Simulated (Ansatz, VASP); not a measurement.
# Hf in VASP and in Ansatz

```xyz
6
Lattice="3.1190 0.0000 0.0000 0.0000 4.9421 0.0000 0.0000 0.0000 22.3026" Properties=species:S:1:pos:R:3 pbc="T T T"
Hf    2.3392    3.7065    8.0000
Hf    0.7797    1.2355    8.9004
Hf    0.7797    3.7065   10.7011
Hf    2.3392    1.2355   11.6015
Hf    2.3392    3.7065   13.4022
Hf    0.7797    1.2355   14.3026
```

Alike in both runs: task single point; functional LDA; k mesh 12 × 8 × 1; occupations fermi-dirac, width 0.05 eV; no spin polarisation.

|  | VASP | Ansatz |
| --- | --- | --- |
| version | VASP 6.6.1 | Ansatz 0.2.0 |
| potentials or method | VASP PAW LDA potentials, release 64 (Hf_pv), cutoff 520 eV | all-electron LAPW, scalar-relativistic |

|  | VASP | Ansatz | Ansatz less VASP |
| --- | --- | --- | --- |
| rms of the force components (eV/Å) | 0.242 | 0.236 | -0.0059 |

LDA's correlation is that of Perdew and Zunger in VASP and of Perdew and Wang (1992) in Ansatz. Atom by atom the forces differ by 0.006 eV/Å (rms over components). Ansatz ran all-electron here, and VASP with PAW potentials.

Spin-orbit coupling is off throughout.
